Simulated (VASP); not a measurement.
# BN (Cmcm) in VASP: notebook, part 2 of 2

VASP 6.6.1. The steps go on from the part before.

## Step 5: Single point, PBE

This run uses another cell than the first one: it holds 36 atoms, not 4.

Input file INCAR:

```
SYSTEM = BN
PREC = Accurate
ENCUT = 600
EDIFF = 1E-6
ISMEAR = -1
SIGMA = 0.01
LREAL = Auto
LASPH = .True.
NELM = 120
ALGO = Normal
ISIF = 2
LWAVE = .False.
LCHARG = .False.
GGA = PE
NBANDS = 96
GGA_COMPAT = .False.
```

Input file KPOINTS:

```
regular mesh
0
Gamma
  1 1 1
  0 0 0
```

Input file POSCAR:

```
BN
1.0
    7.4650312800      0.0000000000      0.0000000000
   -3.7325156400      6.4649067300      0.0000000000
    0.0000000000      0.0000000000      6.4954828800
B N
18 18
Direct
    0.1111968464      0.2221364869      0.2500000000
    0.2221364869      0.1111968464      0.7500000000
    0.1111968464      0.5554698202      0.2500000000
    0.2221364869      0.4445301798      0.7500000000
    0.1111968464      0.8888031536      0.2500000000
    0.2221364869      0.7778635131      0.7500000000
    0.4445301798      0.2221364869      0.2500000000
    0.5554698202      0.1111968464      0.7500000000
    0.4445301798      0.5554698202      0.2500000000
    0.5554698202      0.4445301798      0.7500000000
    0.4445301798      0.8888031536      0.2500000000
    0.5554698202      0.7778635131      0.7500000000
    0.7778635131      0.2221364869      0.2500000000
    0.8888031536      0.1111968464      0.7500000000
    0.7778635131      0.5554698202      0.2500000000
    0.8888031536      0.4445301798      0.7500000000
    0.7778635131      0.8888031536      0.2500000000
    0.8888031536      0.7778635131      0.7500000000
    0.1114069253      0.2219264080      0.7500000000
    0.2219264080      0.1114069253      0.2500000000
    0.1114069253      0.5552597413      0.7500000000
    0.2219264080      0.4447402587      0.2500000000
    0.1114069253      0.8885930747      0.7500000000
    0.2219264080      0.7780735920      0.2500000000
    0.4447402587      0.2219264080      0.7500000000
    0.5552597413      0.1114069253      0.2500000000
    0.4447402587      0.5552597413      0.7500000000
    0.5552597413      0.4447402587      0.2500000000
    0.4447402587      0.8885930747      0.7500000000
    0.5552597413      0.7780735920      0.2500000000
    0.7780735920      0.2219264080      0.7500000000
    0.8885930747      0.1114069253      0.2500000000
    0.7780735920      0.5552597413      0.7500000000
    0.8885930747      0.4447402587      0.2500000000
    0.7780735920      0.8885930747      0.7500000000
    0.8885930747      0.7780735920      0.2500000000
```

On the command line:

```sh
$ cat potpaw_PBE.64/B/POTCAR potpaw_PBE.64/N/POTCAR > POTCAR
$ mpirun -np 1 vasp_gam > vasp.out
```

Wall time 1.8 min (1 thread of AMD EPYC 7R43 (Zen 3), shared host); peak memory 0.37 GiB.

The run converged. Its results:

| Item | Value |
| --- | --- |
| Free energy | -313.3710 eV |
| Pressure | 9.1 GPa |
| Largest force | 0.221 eV/Å |
| Band gap on the k mesh | 4.97 eV |

Forces on the atoms (eV/Å):
```
B   -0.187  0.108  0.000
B    0.187 -0.108  0.000
B   -0.187  0.108  0.000
B    0.187 -0.108  0.000
B   -0.187  0.108  0.000
B    0.187 -0.108  0.000
B   -0.187  0.108  0.000
B    0.187 -0.108  0.000
B   -0.187  0.108  0.000
B    0.187 -0.108  0.000
B   -0.187  0.108  0.000
B    0.187 -0.108  0.000
B   -0.187  0.108  0.000
B    0.187 -0.108  0.000
B   -0.187  0.108  0.000
B    0.187 -0.108  0.000
B   -0.187  0.108  0.000
B    0.187 -0.108  0.000
N   -0.192  0.111  0.000
N    0.192 -0.111  0.000
N   -0.192  0.111  0.000
N    0.192 -0.111  0.000
N   -0.192  0.111  0.000
N    0.192 -0.111  0.000
N   -0.192  0.111  0.000
N    0.192 -0.111  0.000
N   -0.192  0.111  0.000
N    0.192 -0.111  0.000
N   -0.192  0.111  0.000
N    0.192 -0.111  0.000
N   -0.192  0.111  0.000
N    0.192 -0.111  0.000
N   -0.192  0.111  0.000
N    0.192 -0.111  0.000
N   -0.192  0.111  0.000
N    0.192 -0.111  0.000
```

Stress tensor (GPa, compression positive):
```
10.95 -0.53  0.00
-0.53 10.34  0.00
 0.00  0.00  6.04
```

Levels at points of the mesh, in eV from the valence-band top:
```
           k point  band 68  band 69  band 70  band 71  band 72  band 73  band 74  band 75  band 76  band 77
(0.00, 0.00, 0.00)    -1.10    -0.02    -0.02     0.00     0.00     4.97     4.97     5.00     5.00     5.46
```

Caveat: the k points lie up to 0.97 Å⁻¹ apart; an odd mesh through Γ misses points on the zone boundary, where band edges can lie; this functional lacks dispersion, which binds the layers, so the pressure and a relaxed spacing across them are unreliable.

## Step 6: Single point, LDA

This run uses another cell than the first one: it holds 36 atoms, not 4.

Input file INCAR:

```
SYSTEM = BN
PREC = Accurate ; ENCUT = 600
EDIFF = 1E-6 ; ISMEAR = -1
SIGMA = 0.01 ; LREAL = Auto
LASPH = .TRUE. ; NELM = 120
ALGO = Normal ; ISIF = 2
LWAVE = .FALSE. ; LCHARG = .FALSE.
NBANDS = 96 ; GGA_COMPAT = .FALSE.
```

Input file KPOINTS:

```
Automatic mesh
0
Gamma
  1 1 1
  0.25 0.25 0.25
```

POSCAR is that of step 5.

Potentials or basis: VASP PAW LDA potentials, release 64 (B, N).

On the command line:

```sh
$ cat potpaw_LDA.64/B/POTCAR potpaw_LDA.64/N/POTCAR > POTCAR
$ mpirun -np 1 vasp_std > vasp.out
```

OUTCAR:

```text
SYSTEM = BN
   PREC = Accurate
   ENCUT = 600
   EDIFF = 1E-6
   ISMEAR = -1
   LREAL = Auto
   LASPH = .TRUE.
   NELM = 120
   ISIF = 2

 ion  position               nearest neighbor table
   1  0.111  0.222  0.250-  20 1.43  32 1.44  22 1.44
   2  0.222  0.111  0.750-  19 1.43  23 1.44  25 1.44
   3  0.111  0.555  0.250-  22 1.43  34 1.44  24 1.44
   4  0.222  0.445  0.750-  21 1.43  27 1.44  19 1.44
   5  0.111  0.889  0.250-  24 1.43  36 1.44  20 1.44
   6  0.222  0.778  0.750-  23 1.43  29 1.44  21 1.44
[... 37 lines left out ...]
 A1 = (   7.4650312800,   0.0000000000,   0.0000000000)
 A2 = (  -3.7325156400,   6.4649067300,   0.0000000000)
[... 369 lines left out ...]
  in kB       14.7238356      8.3259171     -3.1090045     -5.5407600      0.0000000      0.0000000
  external PRESSURE =       6.6469160 kB  Pullay stress =       0.0000000 kB

 VOLUME and BASIS-vectors are now :
 -----------------------------------------------------------------------------
  energy-cutoff  :      600.00
  volume of cell :      313.48
      direct lattice vectors                 reciprocal lattice vectors
     7.465031280  0.000000000  0.000000000     0.133957912  0.077340636  0.000000000
    -3.732515640  6.464906730  0.000000000     0.000000000  0.154681273  0.000000000
     0.000000000  0.000000000  6.495482880     0.000000000  0.000000000  0.153953142

 POSITION                                       TOTAL-FORCE (eV/Angst)
 -----------------------------------------------------------------------------------
      0.00096      1.43609      1.62387        -0.183062      0.105691      0.000000
      1.24321      0.71888      4.87161         0.183062     -0.105691     -0.000000
     -1.24321      3.59106      1.62387        -0.183062      0.105691      0.000000
     -0.00096      2.87385      4.87161         0.183062     -0.105691      0.000000
     -2.48738      5.74603      1.62387        -0.183062      0.105691      0.000000
     -1.24513      5.02882      4.87161         0.183062     -0.105691      0.000000
[... 28 lines left out ...]
      2.49166      5.74467      4.87161        -0.184914      0.106760     -0.000000
      3.72920      5.03017      1.62387         0.184914     -0.106760     -0.000000
 -----------------------------------------------------------------------------------
    total drift:                                0.000000     -0.000000      0.000000

  FREE ENERGIE OF THE ION-ELECTRON SYSTEM (eV)
  ---------------------------------------------------
  free  energy   TOTEN  =      -347.7283796756 eV

  energy  without entropy=     -347.7283796756  energy(sigma->0) =     -347.72837968
```

Run time: 3.9 min. Hardware: 1 thread of AMD EPYC 7R43 (Zen 3), shared host; peak memory 0.29 GiB.

Results:

| Quantity | Value |
| --- | --- |
| Free energy | -347.7284 eV |
| Pressure | 0.7 GPa |
| Largest force | 0.214 eV/Å |
| Band gap on the k mesh | 4.62 eV |

Forces in eV/Å, atoms in the order of the input:
```
B   -0.183  0.106  0.000
B    0.183 -0.106  0.000
B   -0.183  0.106  0.000
B    0.183 -0.106  0.000
B   -0.183  0.106  0.000
B    0.183 -0.106  0.000
B   -0.183  0.106  0.000
B    0.183 -0.106  0.000
B   -0.183  0.106  0.000
B    0.183 -0.106  0.000
B   -0.183  0.106  0.000
B    0.183 -0.106  0.000
B   -0.183  0.106  0.000
B    0.183 -0.106  0.000
B   -0.183  0.106  0.000
B    0.183 -0.106  0.000
B   -0.183  0.106  0.000
B    0.183 -0.106  0.000
N   -0.185  0.107  0.000
N    0.185 -0.107  0.000
N   -0.185  0.107  0.000
N    0.185 -0.107  0.000
N   -0.185  0.107  0.000
N    0.185 -0.107  0.000
N   -0.185  0.107  0.000
N    0.185 -0.107  0.000
N   -0.185  0.107  0.000
N    0.185 -0.107  0.000
N   -0.185  0.107  0.000
N    0.185 -0.107  0.000
N   -0.185  0.107  0.000
N    0.185 -0.107  0.000
N   -0.185  0.107  0.000
N    0.185 -0.107  0.000
N   -0.185  0.107  0.000
N    0.185 -0.107  0.000
```

Levels at points of the mesh, in eV from the valence-band top:
```
           k point  band 68  band 69  band 70  band 71  band 72  band 73  band 74  band 75  band 76  band 77
(0.25, 0.25, 0.25)    -0.69    -0.41    -0.33    -0.33     0.00     4.62     4.70     4.70     5.39     5.72
```

Caveat: the k points lie up to 0.97 Å⁻¹ apart; a shifted mesh leaves out Γ, where band edges can lie.

## Step 7: Overview

| level | potentials or basis | cell | k mesh | cutoff (eV) | smearing | gap on the mesh (eV) | pressure (GPa) | largest force (eV/Å) |
| --- | --- | --- | --- | --- | --- | --- | --- | --- |
| PBE | VASP PAW PBE potentials, release 64 (B, N) | a = 2.488, b = 2.488, c = 6.495 Å, angles 90.0, 90.0, 120.0°, 4 atoms, atomic positions A | 3 × 3 × 1, shifted | 520 | gaussian 0.01 eV | 4.80 | 8.8 | 0.22 |
| PBE | VASP PAW PBE potentials, release 64 (B, N) | a = 7.465, b = 7.465, c = 6.495 Å, angles 90.0, 90.0, 120.0°, 36 atoms, atomic positions B | 1 × 1 × 1, shifted | 520 | gaussian 0.01 eV | 4.80 | 8.8 | 0.22 |
| PBE | VASP PAW PBE potentials, release 64 (B, N) | a = 7.465, b = 7.465, c = 6.495 Å, angles 90.0, 90.0, 120.0°, 36 atoms, atomic positions B | 2 × 2 × 2, shifted | 520 | fermi-dirac 0.01 eV | 4.62 | 8.6 | 0.22 |
| PBE | VASP PAW PBE potentials, release 64 (B, N) | a = 7.465, b = 7.465, c = 6.495 Å, angles 90.0, 90.0, 120.0°, 36 atoms, atomic positions B | 1 × 1 × 1 | 600 | fermi-dirac 0.01 eV | 4.97 | 9.1 | 0.22 |
| LDA | VASP PAW LDA potentials, release 64 (B, N) | a = 7.465, b = 7.465, c = 6.495 Å, angles 90.0, 90.0, 120.0°, 36 atoms, atomic positions B | 1 × 1 × 1, shifted | 600 | fermi-dirac 0.01 eV | 4.62 | 0.7 | 0.21 |

Alike in all rows: task single point; no spin polarisation.

Caveats: some runs use coarse meshes; a shifted mesh leaves out Γ, where band edges can lie (at least some runs); this functional lacks dispersion, which binds the layers, so the pressure and a relaxed spacing across them are unreliable (at least some runs); the cell stands under pressure (at least some runs); an odd mesh through Γ misses points on the zone boundary, where band edges can lie (at least some runs).

Total energies depend on the potentials used, so only differences within one code and one set of settings carry meaning.
